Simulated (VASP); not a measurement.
# AlPt (Pm-3m) in VASP: electric field gradients with PBEsol

Aim: the electric field gradients of AlPt with PBEsol.

Program: VASP 6.6.1. These are calculated values, not measurements. Logs are shortened: lines on timing, memory, paths and dates and some standing lists are left out, and cuts for length are marked.

### Step 1. The cell of the first run

The structure is cubic, space group Pm-3m (No. 221). Conventional cell: a = 3.060 Å, b = 3.060 Å, c = 3.060 Å, α = 90.00°, β = 90.00°, γ = 90.00°. Al (site symmetry m-3m) has 8 Pt at 2.65 Å and 6 Al at 3.06 Å within 3.5 Å. Pt (site symmetry m-3m) has 8 Al at 2.65 Å and 6 Pt at 3.06 Å within 3.5 Å.

### Step 2. Electric field gradients, PBEsol

Input file INCAR:

```
PREC     = Accurate       # precision mode
ENCUT    = 520            # plane-wave cutoff, eV
EDIFF    = 1E-8           # SCF threshold, eV
ISMEAR   = -1             # smearing method
SIGMA    = 0.05           # smearing width, eV
LREAL    = False          # projectors in reciprocal space
LASPH    = True           # aspherical terms in the spheres
NELM     = 100            # most SCF steps
ALGO     = Normal         # electronic algorithm
ISIF     = 2              # what is computed and relaxed
LWAVE    = False          # write WAVECAR
LCHARG   = False          # write CHGCAR
GGA      = PS             # functional
LEFG     = True         
NBANDS   = 14             # bands
```

Input file KPOINTS:

```
regular mesh
0
Gamma
  13 13 13
```

Input file POSCAR:

```
AlPt
1.0
    3.0604204936      0.0000000000      0.0000000000
    0.0000000000      3.0604204936      0.0000000000
    0.0000000000      0.0000000000      3.0604204936
Al Pt
1 1
Direct
    0.0000000000      0.0000000000      0.0000000000
    0.5000000000      0.5000000000      0.5000000000
```

Potentials or basis: VASP PAW PBE potentials, release 64 (Al, Pt).

On the command line:

```bash
$ cat potpaw_PBE.64/Al/POTCAR potpaw_PBE.64/Pt/POTCAR > POTCAR
$ mpirun -np 1 vasp_std > vasp.out
```

OUTCAR:

```text
PREC = Accurate
   ENCUT = 520
   EDIFF = 1E-8
   ISMEAR = -1
   LREAL = False
   LASPH = True
   NELM = 100
   ISIF = 2
   GGA = PS

 ion  position               nearest neighbor table
   1  0.000  0.000  0.000-   2 2.65   2 2.65   2 2.65   2 2.65   2 2.65   2 2.65   2 2.65   2 2.65

   2  0.500  0.500  0.500-   1 2.65   1 2.65   1 2.65   1 2.65   1 2.65   1 2.65   1 2.65   1 2.65

  LATTYP: Found a simple cubic cell.
 ALAT       =     3.0604204936

  Lattice vectors:

 A1 = (   3.0604204936,   0.0000000000,   0.0000000000)
 A2 = (   0.0000000000,   3.0604204936,   0.0000000000)
 A3 = (   0.0000000000,   0.0000000000,   3.0604204936)

Analysis of symmetry for initial positions (statically):
=====================================================================
 Subroutine PRICEL returns:
 Original cell was already a primitive cell.

 Routine SETGRP: Setting up the symmetry group for a
 simple cubic supercell.

 Subroutine GETGRP returns: Found 48 space group operations
 (whereof 48 operations were pure point group operations)
 out of a pool of 48 trial point group operations.

The static configuration has the point symmetry O_h .

Analysis of symmetry for dynamics (positions and initial velocities):
=====================================================================
 Subroutine PRICEL returns:
 Original cell was already a primitive cell.

 Routine SETGRP: Setting up the symmetry group for a
 simple cubic supercell.

 Subroutine GETGRP returns: Found 48 space group operations
 (whereof 48 operations were pure point group operations)
 out of a pool of 48 trial point group operations.

The dynamic configuration has the point symmetry O_h .

 Subroutine INISYM returns: Found 48 space group operations
 (whereof 48 operations are pure point group operations),
 and found     1 'primitive' translations

----------------------------------------------------------------------------------------

                                     Primitive cell

  volume of cell :      28.6644

  direct lattice vectors                    reciprocal lattice vectors
     3.060420494  0.000000000  0.000000000     0.326752485  0.000000000  0.000000000
[... 130 lines left out ...]
  free energy    TOTEN  =       -12.93960123 eV

  energy without entropy =      -12.93475625  energy(sigma->0) =      -12.93717874

 E-fermi :  11.1095     XC(G=0): -12.3497

 val. band max:       11.0962066464   @ k =   0.4615   0.3077   0.3077
 cond. band min:      11.1182131251   @ k =   0.3846   0.2308   0.1538
 fundamental gap:      0.0220064787
 Fermi energy:        11.1094519845

 k-point     1 :       0.0000    0.0000    0.0000
  band No.  band energies     occupation
      1      -0.7385      2.00000
      2       5.2886      2.00000
      3       5.2886      2.00000
      4       8.4065      2.00000
      5       8.4065      2.00000
      6       8.4065      2.00000
      7      15.0118      0.00000
      8      15.0118      0.00000
      9      15.0118      0.00000
     10      20.2602      0.00000
     11      20.2602      0.00000
     12      21.0975      0.00000
     13      28.9463      0.00000
     14      28.9463      0.00000
[... 377 lines left out ...]
      1       2.9330      2.00000
      2       4.7198      2.00000
      3       6.7460      2.00000
      4       7.1664      2.00000
      5       7.2921      2.00000
      6       7.6180      2.00000
      7      10.7780      1.99736
      8      13.4919      0.00000
      9      16.6254      0.00000
     10      20.0409      0.00000
     11      21.2864      0.00000
     12      23.3295      0.00000
     13      24.8257      0.00000
     14      26.8770      0.00000

 [... further k-points ...]
[... 5 lines left out ...]
  --------------------------------------------------------------------------------------
  -------------------------------------------------------------------------------------
  Total       -0.0114347     -0.0114347     -0.0114347     -0.0000000     -0.0000000      0.0000000
  in kB       -0.6391362     -0.6391362     -0.6391362     -0.0000000     -0.0000000      0.0000000
  external PRESSURE =      -0.6391362 kB  Pullay stress =       0.0000000 kB

 VOLUME and BASIS-vectors are now :
 -----------------------------------------------------------------------------
  energy-cutoff  :      520.00
  volume of cell :       28.66
      direct lattice vectors                 reciprocal lattice vectors
     3.060420494  0.000000000  0.000000000     0.326752485  0.000000000  0.000000000
     0.000000000  3.060420494  0.000000000     0.000000000  0.326752485  0.000000000
     0.000000000  0.000000000  3.060420494     0.000000000  0.000000000  0.326752485

 POSITION                                       TOTAL-FORCE (eV/Angst)
 -----------------------------------------------------------------------------------
      0.00000      0.00000      0.00000         0.000000      0.000000      0.000000
      1.53021      1.53021      1.53021         0.000000      0.000000      0.000000
 -----------------------------------------------------------------------------------
    total drift:                                0.000000     -0.000000     -0.000000

  FREE ENERGIE OF THE ION-ELECTRON SYSTEM (eV)
  ---------------------------------------------------
  free  energy   TOTEN  =       -12.9396012275 eV

  energy  without entropy=      -12.9347562520  energy(sigma->0) =      -12.93717874

 Electric field gradients (V/A^2)
---------------------------------------------------------------------
 ion       V_xx      V_yy      V_zz      V_xy      V_xz      V_yz
---------------------------------------------------------------------
   1       0.000     0.000     0.000    -0.000     0.000    -0.000
   2      -0.000    -0.000     0.000    -0.000    -0.000     0.000
---------------------------------------------------------------------

 Electric field gradients after diagonalization (V/A^2)
 (convention: |V_zz| > |V_xx| > |V_yy|)
----------------------------------------------------------------------
 ion       V_xx      V_yy      V_zz     asymmetry (V_yy - V_xx)/ V_zz
----------------------------------------------------------------------
   1       0.000     0.000     0.000      -0.292
   2       0.000    -0.000    -0.000       1.342
----------------------------------------------------------------------

           NMR quadrupolar parameters

 Cq : quadrupolar parameter    Cq=e*Q*V_zz/h
 eta: asymmetry parameters     (V_yy - V_xx)/ V_zz
 Q  : nuclear electric quadrupole moment in mb (millibarn)
----------------------------------------------------------------------
 ion       Cq(MHz)       eta       Q (mb)
----------------------------------------------------------------------
   1       0.000      -0.292       1.000
   2      -0.000       1.342       1.000
----------------------------------------------------------------------
```

OSZICAR:

```text
N       E                     dE             d eps       ncg     rms          rms(c)
DAV:   1     0.433436065726E+02    0.43344E+02   -0.55677E+03  2392   0.770E+02
DAV:   2    -0.123398620526E+02   -0.55683E+02   -0.51060E+02  2892   0.166E+02
DAV:   3    -0.135247540068E+02   -0.11849E+01   -0.11810E+01  2940   0.225E+01
DAV:   4    -0.135312210527E+02   -0.64670E-02   -0.64666E-02  2880   0.204E+00
DAV:   5    -0.135312947072E+02   -0.73654E-04   -0.73653E-04  2982   0.218E-01    0.113E+01
DAV:   6    -0.130140090316E+02    0.51729E+00   -0.21563E+00  2550   0.107E+01    0.426E+00
DAV:   7    -0.129613951942E+02    0.52614E-01   -0.58511E-02  2568   0.187E+00    0.254E+00
DAV:   8    -0.129396995105E+02    0.21696E-01   -0.15642E-02  2868   0.866E-01    0.259E-01
DAV:   9    -0.129396089221E+02    0.90588E-04   -0.42147E-04  2922   0.139E-01    0.924E-02
DAV:  10    -0.129396014959E+02    0.74262E-05   -0.44691E-05  2922   0.562E-02    0.876E-03
DAV:  11    -0.129396014040E+02    0.91902E-07   -0.75433E-07  2990   0.698E-03    0.386E-03
DAV:  12    -0.129396012653E+02    0.13864E-06   -0.83411E-08  2892   0.182E-03    0.752E-04
DAV:  13    -0.129396012250E+02    0.40300E-07   -0.18176E-09  1914   0.288E-04    0.879E-05
DAV:  14    -0.129396012275E+02   -0.24347E-08   -0.15644E-10  1542   0.928E-05
   1 F= -.12939601E+02 E0= -.12937179E+02  d E =-.484498E-02
```

stdout:

```text
POSCAR found type information on POSCAR AlPt
 POSCAR found :  2 types and       2 ions
 scaLAPACK will be used
 -----------------------------------------------------------------------------
|                                                                             |
|                                                                             |
|     You enforced a specific xc type in the INCAR file but a different       |
|     I HOPE YOU KNOW WHAT YOU ARE DOING!                                     |
|                                                                             |
 -----------------------------------------------------------------------------

 LDA part: xc-table for (Slater+PW92), standard interpolation
 POSCAR, INCAR and KPOINTS ok, starting setup
 FFT: planning ... GRIDC
 FFT: planning ... GRID_SOFT
 FFT: planning ... GRID
 WAVECAR not read
 entering main loop
ion   1

ion   2
```

Run time: 30 s. Hardware: 1 thread of Intel Xeon 6975P-C, shared host; peak memory 0.16 GiB.

What came out:

```
Free energy : -12.9396 eV
Pressure    : -0.1 GPa
```

Caveat: without QUAD_EFG the Cq values of the log hold for a quadrupole moment of 1 mb, not for the nuclei; the PAW data sets were made with another functional, which shifts forces and pressure a little; spin-orbit coupling is left out, which moves the levels of the heavy elements.
